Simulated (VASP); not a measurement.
# Al8N in VASP: relaxation of the atoms with PBE

Aim: the relaxation of the atoms of Al8N with PBE.

Program: VASP 6.6.1. These are calculated values, not measurements. Logs are shortened: lines on timing, memory, paths and dates and some standing lists are left out, and cuts for length are marked.

**1. The cell of the first run**

The cell holds a slab with vacuum, 9 atoms: a = 2.854 Å, b = 2.854 Å, c = 31.975 Å, α = 90.00°, β = 90.00°, γ = 120.00°.

**2. Relaxation of the atoms, PBE**

Contents of INCAR:

```
SYSTEM = Al8N
ALGO = Normal
DIPOL = 0.5 0.5 0.413
EDIFF = 1E-6
EDIFFG = -0.025
ENCUT = 520
GGA = PE
IBRION = 2
IDIPOL = 3
ISIF = 2
ISMEAR = 0
LASPH = .TRUE.
LCHARG = .FALSE.
LDIPOL = .TRUE.
LREAL = .FALSE.
LWAVE = .FALSE.
NELM = 100
NSW = 36
PREC = Accurate
SIGMA = 0.1
```

Contents of KPOINTS:

```
k-points
0
G
  9 9 1
  0 0 0
```

Contents of POSCAR:

```
Al8N
1.0
    2.8535431553      0.0000000000      0.0000000000
   -1.4267715776      2.4712408633      0.0000000000
    0.0000000000      0.0000000000     31.9749291745
Al N
8 1
Selective dynamics
Direct
    0.3333333333      0.6666666667      0.1250980097  F F F
    0.0000000000      0.0000000000      0.1984481219  F F F
    0.6666666667      0.3333333333      0.2717982342  F F F
    0.0000000000      0.0000000000      0.3451483464  F F F
    0.3333333333      0.6666666667      0.4179223923  F F F
    0.0000000000      0.0000000000      0.4916598226  F F F
    0.6666666667      0.3333333333      0.5654146322  F F F
    0.0000000000      0.0000000000      0.6403432221  F F F
    0.6666666667      0.3333333333      0.6648646072  F F T
```

Potentials or basis: VASP PAW PBE potentials, release 64 (Al, N).

Run with:

```
$ cat potpaw_PBE.64/Al/POTCAR potpaw_PBE.64/N/POTCAR > POTCAR
$ mpirun -np 1 vasp_std > vasp.out
```

OUTCAR:

```text
SYSTEM = Al8N
   EDIFF = 1E-6
   EDIFFG = -0.025
   ENCUT = 520
   GGA = PE
   IBRION = 2
   ISIF = 2
   ISMEAR = 0
   LASPH = .TRUE.
   LREAL = .FALSE.
   NELM = 100
   NSW = 36
   PREC = Accurate

 ion  position               nearest neighbor table
   1  0.333  0.667  0.125-   2 2.87   2 2.87   2 2.87
   2  0.000  0.000  0.198-   1 2.87   1 2.87   1 2.87   3 2.87   3 2.87   3 2.87
   3  0.667  0.333  0.272-   4 2.87   4 2.87   4 2.87   2 2.87   2 2.87   2 2.87
   4  0.000  0.000  0.345-   5 2.85   5 2.85   5 2.85   3 2.87   3 2.87   3 2.87
   5  0.333  0.667  0.418-   4 2.85   4 2.85   4 2.85   6 2.88   6 2.88   6 2.88
   6  0.000  0.000  0.492-   5 2.88   5 2.88   5 2.88   7 2.88   7 2.88   7 2.88
   7  0.667  0.333  0.565-   6 2.88   6 2.88   6 2.88   8 2.91   8 2.91   8 2.91
   8  0.000  0.000  0.640-   9 1.82   9 1.82   9 1.82   7 2.91   7 2.91   7 2.91
   9  0.667  0.333  0.665-   8 1.82   8 1.82   8 1.82

  LATTYP: Found a hexagonal cell.
 ALAT       =     2.8535431553
 C/A-ratio  =    11.2053427736

  Lattice vectors:

 A1 = (   2.8535431553,   0.0000000000,   0.0000000000)
 A2 = (  -1.4267715776,   2.4712408633,   0.0000000000)
 A3 = (   0.0000000000,   0.0000000000,  31.9749291745)

Analysis of symmetry for initial positions (statically):
=====================================================================
 Subroutine PRICEL returns:
 Original cell was already a primitive cell.

 Routine SETGRP: Setting up the symmetry group for a
 hexagonal supercell.

 Subroutine GETGRP returns: Found  6 space group operations
 (whereof  6 operations were pure point group operations)
 out of a pool of 24 trial point group operations.

The static configuration has the point symmetry C_3v.

Analysis of symmetry for dynamics (positions and initial velocities):
=====================================================================
 Subroutine PRICEL returns:
 Original cell was already a primitive cell.

 Routine SETGRP: Setting up the symmetry group for a
 hexagonal supercell.

 Subroutine GETGRP returns: Found  6 space group operations
 (whereof  6 operations were pure point group operations)
 out of a pool of 24 trial point group operations.

The dynamic configuration has the point symmetry C_3v.

Analysis of constrained symmetry for selective dynamics:
=====================================================================
 Subroutine PRICEL returns:
 Original cell was already a primitive cell.

 Routine SETGRP: Setting up the symmetry group for a
 hexagonal supercell.

 Subroutine GETGRP returns: Found  6 space group operations
 (whereof  6 operations were pure point group operations)
 out of a pool of 24 trial point group operations.

The constrained configuration has the point symmetry C_3v.

 Subroutine INISYM returns: Found  6 space group operations
 (whereof  6 operations are pure point group operations),
 and found     1 'primitive' translations

----------------------------------------------------------------------------------------

                                     Primitive cell

  volume of cell :     225.4806

  direct lattice vectors                    reciprocal lattice vectors
     2.853543155  0.000000000  0.000000000     0.350441520  0.202327506  0.000000000
    -1.426771578  2.471240863  0.000000000     0.000000000  0.404655012  0.000000000
     0.000000000  0.000000000 31.974929175     0.000000000  0.000000000  0.031274502

  length of vectors
     2.853543155  2.853543155 31.974929175     0.404655012  0.404655012  0.031274502

  position of ions in fractional coordinates (direct lattice)
     0.333333333  0.666666667  0.125098010
     0.000000000  0.000000000  0.198448122
     0.666666667  0.333333333  0.271798234
     0.000000000  0.000000000  0.345148346
     0.333333333  0.666666667  0.417922392
     0.000000000  0.000000000  0.491659823
     0.666666667  0.333333333  0.565414632
     0.000000000  0.000000000  0.640343222
[... 40 lines left out ...]
 Following reciprocal coordinates:
            Coordinates               Weight
  0.000000  0.000000  0.000000      1.000000
  0.111111  0.000000  0.000000      6.000000
  0.222222  0.000000  0.000000      6.000000
  0.333333  0.000000  0.000000      6.000000
  0.444444  0.000000  0.000000      6.000000
  0.111111  0.111111  0.000000      6.000000
  0.222222  0.111111  0.000000     12.000000
  0.333333  0.111111  0.000000     12.000000
  0.444444  0.111111  0.000000      6.000000
  0.222222  0.222222  0.000000      6.000000
  0.333333  0.222222  0.000000     12.000000
  0.333333  0.333333  0.000000      2.000000
   k-points           NKPTS =     12   k-points in BZ     NKDIM =     12   number of bands    NBANDS=     19
   number of dos      NEDOS =    301   number of ions     NIONS =      9
   total plane-waves  NPLWV = 138240
   dimension x,y,z NGX =    24 NGY =   24 NGZ =  240
   dimension x,y,z NGXF=    48 NGYF=   48 NGZF=  480
   ions per type =               8   1
   NGX,Y,Z   is equivalent  to a cutoff of  13.98, 13.98, 12.48 a.u.
   NGXF,Y,Z  is equivalent  to a cutoff of  27.96, 27.96, 24.96 a.u.
 SYSTEM =  Al8N
   PREC   = accura    normal or accurate (medium, high low for compatibility)
   ISTART =      0    job   : 0-new  1-cont  2-samecut
   ICHARG =      2    charge: 1-file 2-atom 10-const
   ISPIN  =      1    spin polarized calculation?
   LNONCOLLINEAR =      F non collinear calculations
   LSORBIT =      F    spin-orbit coupling
   LASPH  =      T    aspherical Exc in radial PAW
   ENCUT  =  520.0 eV  38.22 Ry    6.18 a.u.   5.31  5.31 59.45*2*pi/ulx,y,z
   NELM   =    100;   NELMIN=  2; NELMDL= -5     # of ELM steps
   EDIFF  = 0.1E-05   stopping-criterion for ELM
   LREAL  =      F    real-space projection
   EDIFFG = -.3E-01   stopping-criterion for IOM
   NSW    =     36    number of steps for IOM
   IBRION =      2    ionic relax: 0-MD 1-quasi-New 2-CG
   NFREE  =      1    steps in history (QN), initial steepest desc. (CG)
   ISIF   =      2    stress and relaxation
   ISYM   =      2    0-nonsym 1-usesym 2-fastsym
   POTIM  = 0.5000    time-step for ionic-motion
   TEBEG  =    0.0;   TEEND  =   0.0 temperature during run
   PSTRESS=    0.0 pullay stress
   NELECT =      29.0000    total number of electrons
   NUPDOWN=      -1.0000    fix difference up-down
   EMIN   =  10.00;   EMAX   =-10.00  energy-range for DOS
   EFERMI =   0.00;   METHOD = LEGACY
   ISMEAR =     0;   SIGMA  =   0.10  broadening in eV -4-tet -1-fermi 0-gaus
   EFERMI_NEDOS =   21; number of points for ismear=-14 and -15
   IALGO  =     38    algorithm
   IMIX   =      4    mixing-type and parameters
     AMIX     =   0.40;   BMIX     =  1.00
     AMIX_MAG =   1.60;   BMIX_MAG =  1.00
  volume/ion in A,a.u.               =      25.05       169.07
  Fermi-wavevector in a.u.,A,eV,Ry     =   0.826363  1.561601  9.291101  0.682877
  Thomas-Fermi vector in A             =   1.938382
   LORBIT       =      0    0 simple, 1 ext, 2 COOP (PROOUT), +10 PAW based schemes
   GGA     = PE    functional components
   LHFCALC =     F    Hartree Fock is set to
   AEXX    =    0.0000 exact exchange contribution
   IVDW    =     0    specifies the selected vdW correction
   LEPSILON=     F    determine dielectric tensor
   LRPA    =     F    only Hartree local field effects (RPA)
 conjugate gradient relaxation of ions
 non-spin polarized calculation
 Gauss-broadening in eV      SIGMA  =   0.10
  energy-cutoff  :      520.00
  volume of cell :      225.48
 maximum number of plane-waves:      6109
 NGX is ok and might be reduce to    24
   NGX = 11   NGY = 11   NGZ =119

--------------------------------------- Ionic step        1  -------------------------------------------

 number of electron      28.9999998 magnetization

 Free energy of the ion-electron system (eV)
  ---------------------------------------------------
  ext. energy  EPLUGINS =         0.00000000
  ---------------------------------------------------
  free energy    TOTEN  =       -37.63755506 eV

  energy without entropy =      -37.61312851  energy(sigma->0) =      -37.62534178

------------------------ aborting loop because EDIFF is reached ----------------------------------------

  FORCE on cell =-STRESS in cart. coord.  units (eV):
  Direction    XX          YY          ZZ          XY          YZ          ZX
  --------------------------------------------------------------------------------------
  -------------------------------------------------------------------------------------
  Total        3.8308739      3.8308739     -0.9900863      0.0000000      0.0000000      0.0000000
  in kB       27.2207026     27.2207026     -7.0351685      0.0000000      0.0000000      0.0000000
  external PRESSURE =      15.8020789 kB  Pullay stress =       0.0000000 kB
[... 67 lines left out ...]
  FREE ENERGIE OF THE ION-ELECTRON SYSTEM (eV)
  ---------------------------------------------------
  free  energy   TOTEN  =       -37.9569484109 eV

  energy  without entropy=      -37.9329918133  energy(sigma->0) =      -37.94497011

 dipolmoment           0.000000      0.000000     -0.007198 electrons x Angstroem

--------------------------------------- Ionic step        3  -------------------------------------------

 number of electron      28.9999998 magnetization

------------------------ aborting loop because EDIFF is reached ----------------------------------------
[... 81 lines left out ...]
--------------------------------------- Ionic step        5  -------------------------------------------

 number of electron      28.9999998 magnetization

 dipolmoment           0.000000      0.000000      0.049236 electrons x Angstroem

 Free energy of the ion-electron system (eV)
  ---------------------------------------------------
  ext. energy  EPLUGINS =         0.00000000
  ---------------------------------------------------
  free energy    TOTEN  =       -38.25551062 eV

  energy without entropy =      -38.23322389  energy(sigma->0) =      -38.24436725

 E-fermi :   2.9135     XC(G=0):  -6.6729

 val. band max:        2.8823575834   @ k =   0.3333   0.1111   0.0000
 cond. band min:       2.9146829294   @ k =   0.3333   0.2222   0.0000
 fundamental gap:      0.0323253459
 Fermi energy:         2.9134802225

 k-point     1 :       0.0000    0.0000    0.0000
  band No.  band energies     occupation
      1     -13.3706      2.00000
      2      -8.1310      2.00000
      3      -7.7663      2.00000
      4      -7.2239      2.00000
      5      -6.4198      2.00000
      6      -5.4584      2.00000
[... 253 lines left out ...]
     18       2.4829      2.00000
     19       2.4963      2.00000

------------------------ aborting loop because EDIFF is reached ----------------------------------------

 vacuum level on the upper side and lower side of the slab       (xc-potential included)         0.614        -0.629

  FORCE on cell =-STRESS in cart. coord.  units (eV):
  Direction    XX          YY          ZZ          XY          YZ          ZX
  --------------------------------------------------------------------------------------
  -------------------------------------------------------------------------------------
  Total        9.9162594      9.9162594      1.3228280      0.0000000     -0.0000000      0.0000000
  in kB       70.4610889     70.4610889      9.3995019      0.0000000     -0.0000000      0.0000000
  external PRESSURE =      50.1072265 kB  Pullay stress =       0.0000000 kB
[... 24 lines left out ...]
  FREE ENERGIE OF THE ION-ELECTRON SYSTEM (eV)
  ---------------------------------------------------
  free  energy   TOTEN  =       -38.2555106194 eV

  energy  without entropy=      -38.2332238865  energy(sigma->0) =      -38.24436725

 reached required accuracy - stopping structural energy minimisation

 vacuum level on the upper side and lower side of the slab         8.215         6.953
```

Wall time 4.4 min (1 thread of Intel Xeon 6975P-C (Granite Rapids), shared host); peak memory 0.39 GiB.

What came out:

- Free energy: -38.2555 eV
- Energy gained by relaxing: 68.7 meV/atom
- Ionic steps: 5

The path:
```csv
step,energy change (eV),largest force on free atoms (eV/Å),pressure (GPa)
1,0.0000,2.6839,1.58
2,-0.3194,2.1870,2.72
3,-0.6144,0.1929,4.76
4,-0.6176,0.0569,4.94
5,-0.6180,0.0010,5.01
```

Final structure:
```
CELL_PARAMETERS angstrom
2.85354 0.00000 0.00000
-1.42677 2.47124 0.00000
0.00000 0.00000 31.97493
ATOMIC_POSITIONS crystal
Al 0.33333 0.66667 0.12510
Al 0.00000 0.00000 0.19845
Al 0.66667 0.33333 0.27180
Al 0.00000 0.00000 0.34515
Al 0.33333 0.66667 0.41792
Al 0.00000 0.00000 0.49166
Al 0.66667 0.33333 0.56541
Al 0.00000 0.00000 0.64034
N 0.66667 0.33333 0.65139
```

Caveat: the highest band is partly filled, so the run has too few bands.
